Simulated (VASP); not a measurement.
CaO: single point with LDA

CaO:

```xyz
4
Lattice="3.9808 0.0000 0.0000 -1.9904 3.4475 0.0000 0.0000 0.0000 4.7704" Properties=species:S:1:pos:R:3 pbc="T T T"
Ca    0.0000    2.2983   -0.2982
Ca    1.9904    1.1492    2.0871
O     0.0000    2.2983    2.0871
O     1.9904    1.1492    4.4723
```

```
Program             : VASP 6.6.1
Task                : single point
Functional          : LDA
Potentials or basis : VASP PAW LDA potentials, release 64 (Ca_sv, O)
Cutoff              : 520 eV
k mesh              : 6 × 6 × 4
Occupations         : gaussian, width 0.01 eV
Spin                : no spin polarisation
```

```yaml
Pressure: -4.4 GPa
Band_gap_on_the_k_mesh: 3.03 eV
```

Stress tensor (GPa, compression positive):
```
-4.22  0.00  0.00
 0.00 -4.22  0.00
 0.00  0.00 -4.83
```

Levels at points of the mesh, in eV from the valence-band top:
| k point | band 13 | band 14 | band 15 | band 16 | band 17 | band 18 | band 19 | band 20 |
| --- | --- | --- | --- | --- | --- | --- | --- | --- |
| (0.00, 0.00, 0.00) | -1.19 | -1.19 | -1.10 | 0.00 | 3.03 | 6.02 | 6.02 | 7.67 |
| (0.50, 0.00, 0.00) | -0.86 | -0.85 | -0.62 | -0.39 | 4.54 | 5.11 | 5.12 | 7.59 |
| (0.00, 0.00, 0.50) | -1.33 | -1.33 | -1.33 | -1.33 | 4.84 | 4.84 | 7.72 | 7.72 |
| (0.50, 0.00, 0.50) | -1.09 | -1.09 | -0.78 | -0.78 | 5.22 | 5.22 | 7.25 | 7.25 |

Wall time 69 s on 1 thread of Intel Xeon 8259CL (shared host), peak memory 0.17 GiB.

Caveat: the cell stands under tension; the structure was generated, so it needn't be the stable form of CaO.
